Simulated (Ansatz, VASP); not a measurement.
AlGaN2 in VASP and in Ansatz

INCAR

```
SYSTEM = AlGaN2
  PREC = Accurate
  ENCUT = 520
  EDIFF = 1E-6
  ISMEAR = 0
  SIGMA = 0.05
  LREAL = .False.
  LASPH = .True.
  NELM = 60
  ALGO = Normal
  ISIF = 2
  LWAVE = .False.
  LCHARG = .False.
  NBANDS = 21
```

KPOINTS

```
regular mesh
0
Gamma
  8 8 6
  0 0 0
```

Contents of POSCAR:

```
AlGaN2
1.0
    3.0780595077      0.0000000000      0.0000000000
    0.0000000000      3.0780595077      0.0000000000
    0.0000000000      0.0000000000      4.4238379400
Al Ga N
1 1 2
Direct
    0.5000000000      0.5000000000      0.5000000000
    0.0000000000      0.0000000000      0.0000000000
    0.5000000000      0.0000000000      0.7382648100
    0.0000000000      0.5000000000      0.2617351900
```

Input for Ansatz:

```yaml
crystal:
  lattice:
    - [3.0780595077, 0.0, 0.0]
    - [0.0, 3.0780595077, 0.0]
    - [0.0, 0.0, 4.42383794]
  atoms:
    - { symbol: Al, position: [0.5, 0.5, 0.5] }
    - { symbol: Ga, position: [0.0, 0.0, 0.0] }
    - { symbol: "N", position: [0.5, 0.0, 0.73826481] }
    - { symbol: "N", position: [0.0, 0.5, 0.26173519] }
basis:
  ecutwfc: 420
kpoints:
  mp_grid: { grid: [8, 8, 6] }
hamiltonian:
  xc: lda
scf:
  occupations: { method: gaussian, width: 0.05 }
output:
  forces: true
  stress: true
  eigenvalues: true
```

Change from the starting cell: strain -0.0200 x Voigt [1, 1, 0, 0, 0, 0], atoms carried along.

Alike in both runs: task single point; functional LDA; k mesh 8 × 8 × 6; occupations gaussian, width 0.05 eV; no spin polarisation.

```csv
,VASP,Ansatz
version,VASP 6.6.1,Ansatz 0.2.0
potentials or method,"VASP PAW LDA potentials, release 64 (Al, Ga_d, N), cutoff 520 eV","scalar-relativistic, plane waves, PAW"
valence electrons in the cell,26,26
```

Ansatz gave:

* gap on the k mesh at the Fermi level (eV): 3.13
* least direct gap on the mesh (eV): 3.13
* pressure (GPa): 3.2
* traceless stress, the component that is largest in VASP (GPa): -2.07
* rms of the force components (eV/Å): 0.099

Problem. Which values does VASP return?

Solution. gap on the k mesh at the Fermi level (eV): 3.14; least direct gap on the mesh (eV): 3.14; pressure (GPa): 4.1; traceless stress, the component that is largest in VASP (GPa): -2.04; rms of the force components (eV/Å): 0.088.

LDA's correlation is that of Perdew and Zunger in VASP and of Perdew and Wang (1992) in Ansatz. Atom by atom the forces differ by 0.011 eV/Å (rms over components).
